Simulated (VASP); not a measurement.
Ti6C, 7 atoms in the cell. The cell holds a slab with vacuum, 7 atoms: a = 4.604 Å, b = 4.604 Å, c = 19.997 Å, α = 90.00°, β = 90.00°, γ = 120.00°. 

| Quantity | Value |
| --- | --- |
| Program | VASP 6.6.1 |
| Task | single point |
| Functional | PBE |
| Potentials or basis | VASP PAW PBE potentials, release 64 (Ti_sv, C) |
| Cutoff | 520 eV |
| k mesh | 6 × 6 × 1 |
| Occupations | gaussian, width 0.1 eV |
| Spin | no spin polarisation |
| Dipole correction | yes |
| Further INCAR settings | ALGO = Normal; EDIFF = 1e-07; NBANDS = 47 |

Potentials or basis: VASP PAW PBE potentials, release 64 (Ti_sv, C).

Command:

```console
$ cat potpaw_PBE.64/Ti_sv/POTCAR potpaw_PBE.64/C/POTCAR > POTCAR
$ mpirun -np 1 vasp_std > vasp.out
```

Hardware: 1 thread of Intel(R) Xeon(R) 6975P-C (Granite Rapids) (shared host).

Q: How long does it take, and how much memory?

A: It took 13 min on 1 thread of Intel(R) Xeon(R) 6975P-C (Granite Rapids), with other jobs on the host, peak memory 0.56 GiB. Counts: scf iterations 34, k points 20.
